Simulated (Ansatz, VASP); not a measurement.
## Cr in VASP and in Ansatz

```
Cr
1.0
     2.07633    0.00000    0.00000
    -1.03817    1.79816    0.00000
     0.00000    0.00000    3.32254
Cr
2
Direct
  0.33333 0.66667 0.25000
  0.66667 0.33333 0.75000
```

Change from the starting cell: volume scaled by 0.52, PAW files.

Alike in both runs: task single point; functional PBE; k mesh 17 × 17 × 9; occupations fermi-dirac, width 0.1 eV; no spin polarisation.

|  | VASP | Ansatz |
| --- | --- | --- |
| version | VASP 6.6.1 | Ansatz 0.2.0 |
| potentials or method | VASP PAW PBE potentials, release 64 (Cr_sv) | PAW with Ansatz's default frozen-core files, scalar-relativistic |
| plane-wave cutoff (eV) | 600 | 420 |
| valence electrons in the cell | 28 | 28 |

Ansatz gave:

* pressure (GPa): 525.5
* traceless stress, the component that is largest in VASP (GPa): -0.10

**Question.** Estimate VASP's values.

**Answer.** Pressure (GPa): 523.1; traceless stress, the component that is largest in VASP (GPa): 0.19.

Both programs put the cell under a high pressure, so it lies far from rest at this level.

Noted on VASP's run: the cell as given lies far from equilibrium.
